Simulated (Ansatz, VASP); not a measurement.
**C: VASP beside Ansatz**

```xyz
12
Lattice="5.0349 0.0000 0.0000 0.0000 5.0349 0.0000 0.0000 0.0000 3.8885" Properties=species:S:1:pos:R:3 pbc="T T T"
C     4.8064    3.2096    1.9442
C     0.2285    1.8253    1.9442
C     1.8253    4.8064    1.9442
C     3.2096    0.2285    1.9442
C     1.0247    4.9066    0.7302
C     4.0103    0.1283    0.7302
C     0.1283    1.0247    0.7302
C     4.9066    4.0103    0.7302
C     4.0103    0.1283    3.1583
C     1.0247    4.9066    3.1583
C     4.9066    4.0103    3.1583
C     0.1283    1.0247    3.1583
```

Alike in both runs: task relaxation of cell and atoms; functional PBE; k mesh 4 × 4 × 4; occupations gaussian, width 0.1 eV; no spin polarisation.

```csv
,VASP,Ansatz
version,VASP 6.6.1,Ansatz 0.2.0
potentials or method,"VASP PAW PBE potentials, release 64 (C), cutoff 600 eV","scalar-relativistic, plane waves, PAW"
valence electrons in the cell,48,48
```

```csv
,VASP,Ansatz,Ansatz less VASP
"gap on the k mesh at the Fermi level, each at its own relaxed structure (eV)",0.75,0.77,+0.012
relaxed volume (Å³/atom),9.66,9.66,-0.002
relaxed cell length with the largest relative difference (Å),5.474,5.474,-0.0009
```

Noted on VASP's run: the volume moved by over 15 % at a fixed basis, so the end points are rough.
